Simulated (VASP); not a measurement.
# Sr4O3 in VASP: further runs, part 2 of 3

VASP 6.6.1.

## 4. Single point, PBE

This run uses another cell than the first one, of 22.60 Å³/atom, 0.845 times its volume.

INCAR

```
ALGO = Normal ; EDIFF = 1E-7
ENCUT = 520 ; GGA = PE
ISIF = 2 ; ISMEAR = 0
LASPH = T ; LCHARG = F
LREAL = F ; LWAVE = F
NBANDS = 38 ; NELM = 100
PREC = Accurate ; SIGMA = 0.1
```

KPOINTS

```
k-points
0
Gamma
  4 4 4
```

POSCAR

```
Sr4O3
1.0
    5.4081809400      0.0000000000      0.0000000000
    0.0000000000      5.4081809400      0.0000000000
    0.0000000000      0.0000000000      5.4081809400
Sr O
4 3
Direct
    0.7206873300      0.7206873300      0.7206873300
    0.2793126700      0.2793126700      0.7206873300
    0.2793126700      0.7206873300      0.2793126700
    0.7206873300      0.2793126700      0.2793126700
    0.0000000000      0.0000000000      0.5000000000
    0.5000000000      0.0000000000      0.0000000000
    0.0000000000      0.5000000000      0.0000000000
```

Potentials or basis: VASP PAW PBE potentials, release 64 (Sr_sv, O).

Command:

```bash
$ cat potpaw_PBE.64/Sr_sv/POTCAR potpaw_PBE.64/O/POTCAR > POTCAR
$ mpirun -np 1 vasp_std > vasp.out
```

OUTCAR:

```text
EDIFF = 1E-7
   ENCUT = 520
   GGA = PE
   ISIF = 2
   ISMEAR = 0
   LASPH = T
   LREAL = F
   NELM = 100
   PREC = Accurate

 ion  position               nearest neighbor table
   1  0.721  0.721  0.721-   5 2.45   6 2.45   7 2.45   2 3.38   3 3.38   4 3.38   2 3.85   3 3.85
                             2 3.85   4 3.85   3 3.85   4 3.85   3 4.27   4 4.27   2 4.27
   2  0.279  0.279  0.721-   5 2.45   6 2.45   7 2.45   1 3.38   3 3.38   4 3.38   3 3.85   4 3.85
                             1 3.85   3 3.85   1 3.85   4 3.85   3 4.27   4 4.27   1 4.27
   3  0.279  0.721  0.279-   5 2.45   6 2.45   7 2.45   1 3.38   2 3.38   4 3.38   2 3.85   4 3.85
                             1 3.85   2 3.85   1 3.85   4 3.85   2 4.27   4 4.27   1 4.27
   4  0.721  0.279  0.279-   5 2.45   6 2.45   7 2.45   1 3.38   2 3.38   3 3.38   2 3.85   3 3.85
                             1 3.85   2 3.85   1 3.85   3 3.85   2 4.27   3 4.27   1 4.27
   5  0.000  0.000  0.500-   1 2.45   2 2.45   3 2.45   4 2.45
   6  0.500  0.000  0.000-   1 2.45   2 2.45   3 2.45   4 2.45
   7  0.000  0.500  0.000-   1 2.45   2 2.45   3 2.45   4 2.45

  LATTYP: Found a simple cubic cell.
 ALAT       =     5.4081809400

  Lattice vectors:

 A1 = (   5.4081809400,   0.0000000000,   0.0000000000)
 A2 = (   0.0000000000,   5.4081809400,   0.0000000000)
 A3 = (   0.0000000000,   0.0000000000,   5.4081809400)

Analysis of symmetry for initial positions (statically):
=====================================================================
 Subroutine PRICEL returns:
 Original cell was already a primitive cell.

 Routine SETGRP: Setting up the symmetry group for a
 simple cubic supercell.

 Subroutine GETGRP returns: Found 24 space group operations
 (whereof 24 operations were pure point group operations)
 out of a pool of 48 trial point group operations.

The static configuration has the point symmetry T_d .

Analysis of symmetry for dynamics (positions and initial velocities):
=====================================================================
 Subroutine PRICEL returns:
 Original cell was already a primitive cell.

 Routine SETGRP: Setting up the symmetry group for a
 simple cubic supercell.

 Subroutine GETGRP returns: Found 24 space group operations
 (whereof 24 operations were pure point group operations)
 out of a pool of 48 trial point group operations.

The dynamic configuration has the point symmetry T_d .

 Subroutine INISYM returns: Found 24 space group operations
 (whereof 24 operations are pure point group operations),
 and found     1 'primitive' translations

----------------------------------------------------------------------------------------

                                     Primitive cell

  volume of cell :     158.1808

  direct lattice vectors                    reciprocal lattice vectors
     5.408180940  0.000000000  0.000000000     0.184905056  0.000000000  0.000000000
     0.000000000  5.408180940  0.000000000     0.000000000  0.184905056  0.000000000
     0.000000000  0.000000000  5.408180940     0.000000000  0.000000000  0.184905056

  length of vectors
     5.408180940  5.408180940  5.408180940     0.184905056  0.184905056  0.184905056

  position of ions in fractional coordinates (direct lattice)
     0.720687330  0.720687330  0.720687330
     0.279312670  0.279312670  0.720687330
     0.279312670  0.720687330  0.279312670
     0.720687330  0.279312670  0.279312670
[... 49 lines left out ...]
  0.500000  0.250000  0.250000     12.000000
  0.500000  0.500000  0.250000      6.000000
  0.500000  0.500000  0.500000      1.000000
   k-points           NKPTS =     10   k-points in BZ     NKDIM =     10   number of bands    NBANDS=     38
   number of dos      NEDOS =    301   number of ions     NIONS =      7
   total plane-waves  NPLWV =  64000
   dimension x,y,z NGX =    40 NGY =   40 NGZ =   40
   dimension x,y,z NGXF=    80 NGYF=   80 NGZF=   80
   ions per type =               4   3
   NGX,Y,Z   is equivalent  to a cutoff of  12.30, 12.30, 12.30 a.u.
   NGXF,Y,Z  is equivalent  to a cutoff of  24.59, 24.59, 24.59 a.u.
 SYSTEM =  unknown system
   PREC   = accura    normal or accurate (medium, high low for compatibility)
   ISTART =      0    job   : 0-new  1-cont  2-samecut
   ICHARG =      2    charge: 1-file 2-atom 10-const
   ISPIN  =      1    spin polarized calculation?
   LNONCOLLINEAR =      F non collinear calculations
   LSORBIT =      F    spin-orbit coupling
   LASPH  =      T    aspherical Exc in radial PAW
   ENCUT  =  520.0 eV  38.22 Ry    6.18 a.u.  10.06 10.06 10.06*2*pi/ulx,y,z
   NELM   =    100;   NELMIN=  2; NELMDL= -5     # of ELM steps
   EDIFF  = 0.1E-06   stopping-criterion for ELM
   LREAL  =      F    real-space projection
   EDIFFG = 0.1E-05   stopping-criterion for IOM
   NSW    =      0    number of steps for IOM
   IBRION =     -1    ionic relax: 0-MD 1-quasi-New 2-CG
   NFREE  =      0    steps in history (QN), initial steepest desc. (CG)
   ISIF   =      2    stress and relaxation
   ISYM   =      2    0-nonsym 1-usesym 2-fastsym
   POTIM  = 0.5000    time-step for ionic-motion
   TEBEG  =    0.0;   TEEND  =   0.0 temperature during run
   PSTRESS=    0.0 pullay stress
   NELECT =      58.0000    total number of electrons
   NUPDOWN=      -1.0000    fix difference up-down
   EMIN   =  10.00;   EMAX   =-10.00  energy-range for DOS
   EFERMI =   0.00;   METHOD = LEGACY
   ISMEAR =     0;   SIGMA  =   0.10  broadening in eV -4-tet -1-fermi 0-gaus
   EFERMI_NEDOS =   21; number of points for ismear=-14 and -15
   IALGO  =     38    algorithm
   IMIX   =      4    mixing-type and parameters
     AMIX     =   0.40;   BMIX     =  1.00
     AMIX_MAG =   1.60;   BMIX_MAG =  1.00
  volume/ion in A,a.u.               =      22.60       152.49
  Fermi-wavevector in a.u.,A,eV,Ry     =   1.171745  2.214276 18.680600  1.372985
  Thomas-Fermi vector in A             =   2.308184
   LORBIT       =      0    0 simple, 1 ext, 2 COOP (PROOUT), +10 PAW based schemes
   GGA     = PE    functional components
   LHFCALC =     F    Hartree Fock is set to
   AEXX    =    0.0000 exact exchange contribution
   IVDW    =     0    specifies the selected vdW correction
   LEPSILON=     F    determine dielectric tensor
   LRPA    =     F    only Hartree local field effects (RPA)
 non-spin polarized calculation
 Gauss-broadening in eV      SIGMA  =   0.10
  energy-cutoff  :      520.00
  volume of cell :      158.18
 maximum number of plane-waves:      4337
   NGX = 21   NGY = 21   NGZ = 21

 number of electron      57.9999980 magnetization

 Free energy of the ion-electron system (eV)
  ---------------------------------------------------
  ext. energy  EPLUGINS =         0.00000000
  ---------------------------------------------------
  free energy    TOTEN  =       -33.60843545 eV

  energy without entropy =      -33.60809420  energy(sigma->0) =      -33.60826483

 E-fermi :   3.7893     XC(G=0):  -8.9559

 val. band max:        3.6028694885   @ k =   0.5000   0.5000   0.5000
 cond. band min:       3.9235305686   @ k =   0.0000   0.0000   0.0000
 fundamental gap:      0.3206610801
 Fermi energy:         3.7892708210

 k-point     1 :       0.0000    0.0000    0.0000
  band No.  band energies     occupation
      1     -32.0846      2.00000
      2     -31.9317      2.00000
      3     -31.9317      2.00000
      4     -31.9317      2.00000
      5     -15.7082      2.00000
      6     -15.7082      2.00000
[... 399 lines left out ...]
     37       7.4660      0.00000
     38       7.4660      0.00000

------------------------ aborting loop because EDIFF is reached ----------------------------------------

  FORCE on cell =-STRESS in cart. coord.  units (eV):
  Direction    XX          YY          ZZ          XY          YZ          ZX
  --------------------------------------------------------------------------------------
  -------------------------------------------------------------------------------------
  Total        6.5917178      6.5917178      6.5917178      0.0000000      0.0000000      0.0000000
  in kB       66.7660290     66.7660290     66.7660290      0.0000000      0.0000000      0.0000000
  external PRESSURE =      66.7660290 kB  Pullay stress =       0.0000000 kB

 VOLUME and BASIS-vectors are now :
 -----------------------------------------------------------------------------
  energy-cutoff  :      520.00
  volume of cell :      158.18
      direct lattice vectors                 reciprocal lattice vectors
     5.408180940  0.000000000  0.000000000     0.184905056  0.000000000  0.000000000
     0.000000000  5.408180940  0.000000000     0.000000000  0.184905056  0.000000000
     0.000000000  0.000000000  5.408180940     0.000000000  0.000000000  0.184905056

 POSITION                                       TOTAL-FORCE (eV/Angst)
 -----------------------------------------------------------------------------------
      3.89761      3.89761      3.89761         2.216221      2.216221      2.216221
      1.51057      1.51057      3.89761        -2.216221     -2.216221      2.216221
      1.51057      3.89761      1.51057        -2.216221      2.216221     -2.216221
      3.89761      1.51057      1.51057         2.216221     -2.216221     -2.216221
      0.00000      0.00000      2.70409         0.000000     -0.000000      0.000000
      2.70409      0.00000      0.00000         0.000000     -0.000000     -0.000000
      0.00000      2.70409      0.00000        -0.000000     -0.000000     -0.000000
 -----------------------------------------------------------------------------------
    total drift:                               -0.000000     -0.000000      0.000000

  FREE ENERGIE OF THE ION-ELECTRON SYSTEM (eV)
  ---------------------------------------------------
  free  energy   TOTEN  =       -33.6084354517 eV

  energy  without entropy=      -33.6080942046  energy(sigma->0) =      -33.60826483
```

It took 63 s on 1 thread of Intel Xeon 6975P-C, shared host; peak memory 0.26 GiB.

What came out:

```
Free energy            : -33.6084 eV
Pressure               : 6.7 GPa
Largest force          : 3.839 eV/Å
Band gap on the k mesh : 0.32 eV, indirect (least direct gap 0.67 eV)
```

Forces on the atoms (eV/Å):
```
Sr   2.216  2.216  2.216
Sr  -2.216 -2.216  2.216
Sr  -2.216  2.216 -2.216
Sr   2.216 -2.216 -2.216
O    0.000  0.000  0.000
O    0.000  0.000  0.000
O    0.000  0.000  0.000
```

Levels at points of the mesh, in eV from the valence-band top:
```
           k point  band 25  band 26  band 27  band 28  band 29  band 30  band 31  band 32  band 33  band 34
(0.00, 0.00, 0.00)    -3.41    -3.17    -3.17    -3.17    -1.74     0.32     0.90     0.90     1.33     1.33
(0.50, 0.00, 0.00)    -3.57    -3.25    -3.25    -3.20    -0.31     0.51     0.96     1.09     1.09     1.22
(0.50, 0.50, 0.00)    -3.63    -3.49    -3.47    -3.17    -0.01     0.66     0.66     1.31     1.64     2.12
(0.50, 0.50, 0.50)    -3.50    -3.50    -3.29    -3.29     0.00     0.92     0.92     0.92     2.50     2.50
```

Caveat: forces of over 1 eV/Å act on the atoms, so gaps and moduli don't describe the material at rest. A k mesh can miss the band edges.

## 5. Single point, PBE

This run uses another cell than the first one, of 26.65 Å³/atom, 0.996 times its volume.

INCAR

```
SYSTEM = Sr4O3
PREC     = Accurate       ! precision mode
ENCUT    = 520            ! plane-wave cutoff, eV
EDIFF    = 1E-6           ! SCF threshold, eV
ISMEAR   = 0              ! smearing method
SIGMA    = 0.1            ! smearing width, eV
LREAL    = .False.        ! projectors in reciprocal space
LASPH    = .True.         ! aspherical terms in the spheres
NELM     = 60             ! most SCF steps
ALGO     = Normal         ! electronic algorithm
ISIF     = 2              ! what is computed and relaxed
LWAVE    = .False.        ! write WAVECAR
LCHARG   = .False.        ! write CHGCAR
GGA      = PE             ! functional
NBANDS   = 38             ! bands
```

KPOINTS

```
Automatic mesh
0
Gamma
  4 4 4
  0 0 0
```

POSCAR

```
Sr4O3
1.0
    5.7140868981      0.0000000000      0.0000000000
    0.0000000000      5.7140868981      0.0000000000
    0.0000000000      0.0000000000      5.7140868981
Sr O
4 3
Direct
    0.7627055426      0.7627055426      0.7627055426
    0.2372944574      0.2372944574      0.7627055426
    0.2372944574      0.7627055426      0.2372944574
    0.7627055426      0.2372944574      0.2372944574
    0.0000000000      0.0000000000      0.5000000000
    0.5000000000      0.0000000000      0.0000000000
    0.0000000000      0.5000000000      0.0000000000
```

Potentials or basis: VASP PAW PBE potentials, release 64 (Sr_sv, O).

Command:

```bash
$ cat potpaw_PBE.64/Sr_sv/POTCAR potpaw_PBE.64/O/POTCAR > POTCAR
$ mpirun -np 1 vasp_std > vasp.out
```

OUTCAR:

```text
SYSTEM = Sr4O3
   PREC = Accurate
   ENCUT = 520
   EDIFF = 1E-6
   ISMEAR = 0
   LREAL = .False.
   LASPH = .True.
   NELM = 60
   ISIF = 2
   GGA = PE

 ion  position               nearest neighbor table
   1  0.763  0.763  0.763-   5 2.44   6 2.44   7 2.44   2 3.84   3 3.84   4 3.84   3 4.05   4 4.05
                             2 4.05   4 4.05   2 4.05   3 4.05   4 4.25   3 4.25   2 4.25
   2  0.237  0.237  0.763-   5 2.44   6 2.44   7 2.44   1 3.84   3 3.84   4 3.84   1 4.05   3 4.05
                             1 4.05   4 4.05   3 4.05   4 4.05   3 4.25   1 4.25   4 4.25
   3  0.237  0.763  0.237-   5 2.44   6 2.44   7 2.44   1 3.84   2 3.84   4 3.84   1 4.05   2 4.05
                             1 4.05   4 4.05   2 4.05   4 4.05   2 4.25   1 4.25   4 4.25
   4  0.763  0.237  0.237-   5 2.44   6 2.44   7 2.44   1 3.84   2 3.84   3 3.84   1 4.05   2 4.05
                             1 4.05   3 4.05   2 4.05   3 4.05   2 4.25   1 4.25   3 4.25
   5  0.000  0.000  0.500-   1 2.44   2 2.44   3 2.44   4 2.44
   6  0.500  0.000  0.000-   1 2.44   2 2.44   3 2.44   4 2.44
   7  0.000  0.500  0.000-   1 2.44   2 2.44   3 2.44   4 2.44

  LATTYP: Found a simple cubic cell.
 ALAT       =     5.7140868981

  Lattice vectors:

 A1 = (   5.7140868981,   0.0000000000,   0.0000000000)
 A2 = (   0.0000000000,   5.7140868981,   0.0000000000)
 A3 = (   0.0000000000,   0.0000000000,   5.7140868981)

Analysis of symmetry for initial positions (statically):
=====================================================================
 Subroutine PRICEL returns:
 Original cell was already a primitive cell.

 Routine SETGRP: Setting up the symmetry group for a
 simple cubic supercell.

 Subroutine GETGRP returns: Found 24 space group operations
 (whereof 24 operations were pure point group operations)
 out of a pool of 48 trial point group operations.

The static configuration has the point symmetry T_d .

[... 129 lines left out ...]
  Fermi-wavevector in a.u.,A,eV,Ry     =   1.109015  2.095734 16.733992  1.229914
  Thomas-Fermi vector in A             =   2.245549
   LORBIT       =      0    0 simple, 1 ext, 2 COOP (PROOUT), +10 PAW based schemes
   GGA     = PE    functional components
   LHFCALC =     F    Hartree Fock is set to
   AEXX    =    0.0000 exact exchange contribution
   IVDW    =     0    specifies the selected vdW correction
   LEPSILON=     F    determine dielectric tensor
   LRPA    =     F    only Hartree local field effects (RPA)
 non-spin polarized calculation
 Gauss-broadening in eV      SIGMA  =   0.10
  energy-cutoff  :      520.00
  volume of cell :      186.57
 maximum number of plane-waves:      5056
   NGX = 21   NGY = 21   NGZ = 21

 number of electron      57.9999978 magnetization

 Free energy of the ion-electron system (eV)
  ---------------------------------------------------
  ext. energy  EPLUGINS =         0.00000000
  ---------------------------------------------------
  free energy    TOTEN  =       -36.68049052 eV

  energy without entropy =      -36.68043657  energy(sigma->0) =      -36.68046354

 E-fermi :   2.6399     XC(G=0):  -8.2635

 val. band max:        2.4257831975   @ k =   0.5000   0.5000   0.0000
 cond. band min:       2.8540797715   @ k =   0.5000   0.0000   0.0000
 fundamental gap:      0.4282965740
 Fermi energy:         2.6399366823

 k-point     1 :       0.0000    0.0000    0.0000
  band No.  band energies     occupation
      1     -32.8048      2.00000
      2     -32.7440      2.00000
      3     -32.7440      2.00000
      4     -32.7440      2.00000
      5     -16.5402      2.00000
      6     -16.5402      2.00000
[... 399 lines left out ...]
     37       6.3712      0.00000
     38       6.3712      0.00000

------------------------ aborting loop because EDIFF is reached ----------------------------------------

  FORCE on cell =-STRESS in cart. coord.  units (eV):
  Direction    XX          YY          ZZ          XY          YZ          ZX
  --------------------------------------------------------------------------------------
  -------------------------------------------------------------------------------------
  Total        0.5140294      0.5140294      0.5140294      0.0000000      0.0000000     -0.0000000
  in kB        4.4142609      4.4142609      4.4142609      0.0000000      0.0000000     -0.0000000
  external PRESSURE =       4.4142609 kB  Pullay stress =       0.0000000 kB

 VOLUME and BASIS-vectors are now :
 -----------------------------------------------------------------------------
  energy-cutoff  :      520.00
  volume of cell :      186.57
      direct lattice vectors                 reciprocal lattice vectors
     5.714086898  0.000000000  0.000000000     0.175006089  0.000000000  0.000000000
     0.000000000  5.714086898  0.000000000     0.000000000  0.175006089  0.000000000
     0.000000000  0.000000000  5.714086898     0.000000000  0.000000000  0.175006089

 POSITION                                       TOTAL-FORCE (eV/Angst)
 -----------------------------------------------------------------------------------
      4.35817      4.35817      4.35817        -0.024142     -0.024142     -0.024142
      1.35592      1.35592      4.35817         0.024142      0.024142     -0.024142
      1.35592      4.35817      1.35592         0.024142     -0.024142      0.024142
      4.35817      1.35592      1.35592        -0.024142      0.024142      0.024142
      0.00000      0.00000      2.85704        -0.000000     -0.000000     -0.000000
      2.85704      0.00000      0.00000        -0.000000      0.000000     -0.000000
      0.00000      2.85704      0.00000        -0.000000     -0.000000     -0.000000
 -----------------------------------------------------------------------------------
    total drift:                                0.000000      0.000000      0.000000

  FREE ENERGIE OF THE ION-ELECTRON SYSTEM (eV)
  ---------------------------------------------------
  free  energy   TOTEN  =       -36.6804905166 eV

  energy  without entropy=      -36.6804365725  energy(sigma->0) =      -36.68046354
```

OSZICAR:

```text
N       E                     dE             d eps       ncg     rms          rms(c)
DAV:   1     0.418956901670E+03    0.41896E+03   -0.28918E+04   760   0.139E+03
DAV:   2    -0.690847652512E+01   -0.42587E+03   -0.41507E+03   956   0.332E+02
DAV:   3    -0.455290677167E+02   -0.38621E+02   -0.38391E+02  1040   0.882E+01
DAV:   4    -0.473407344041E+02   -0.18117E+01   -0.18056E+01  1160   0.173E+01
DAV:   5    -0.474212899328E+02   -0.80556E-01   -0.80551E-01  1088   0.260E+00    0.315E+01
DAV:   6    -0.371806690017E+02    0.10241E+02   -0.64087E+01   832   0.295E+01    0.368E+01
DAV:   7    -0.368881214268E+02    0.29255E+00   -0.52075E+00   934   0.104E+01    0.190E+01
DAV:   8    -0.366742591433E+02    0.21386E+00   -0.82739E-01   884   0.478E+00    0.531E+00
DAV:   9    -0.366744200296E+02   -0.16089E-03   -0.10812E-01  1056   0.163E+00    0.673E-01
DAV:  10    -0.366802320551E+02   -0.58120E-02   -0.24715E-02   922   0.711E-01    0.295E-01
DAV:  11    -0.366801380372E+02    0.94018E-04   -0.74055E-03   920   0.374E-01    0.102E-01
DAV:  12    -0.366804543424E+02   -0.31631E-03   -0.85011E-04   928   0.132E-01    0.387E-02
DAV:  13    -0.366804900383E+02   -0.35696E-04   -0.13540E-04   882   0.518E-02    0.276E-02
DAV:  14    -0.366804905166E+02   -0.47831E-06   -0.99708E-06   984   0.101E-02
   1 F= -.36680491E+02 E0= -.36680464E+02  d E =-.539441E-04
```

Run time: 65 s. Hardware: 1 thread of Intel Xeon 6975P-C, shared host; peak memory 0.28 GiB.

What came out:

* Free energy: -36.6805 eV
* Pressure: 0.4 GPa
* Largest force: 0.042 eV/Å
* Band gap on the k mesh: 0.43 eV, indirect (least direct gap 0.73 eV)

Forces in eV/Å, atoms in the order of the input:
```
Sr  -0.024 -0.024 -0.024
Sr   0.024  0.024 -0.024
Sr   0.024 -0.024  0.024
Sr  -0.024  0.024  0.024
O    0.000  0.000  0.000
O    0.000  0.000  0.000
O    0.000  0.000  0.000
```

A k mesh can miss the band edges. As with any semilocal functional, this PBE gap is likely too small.

[end of part 2 of 3]
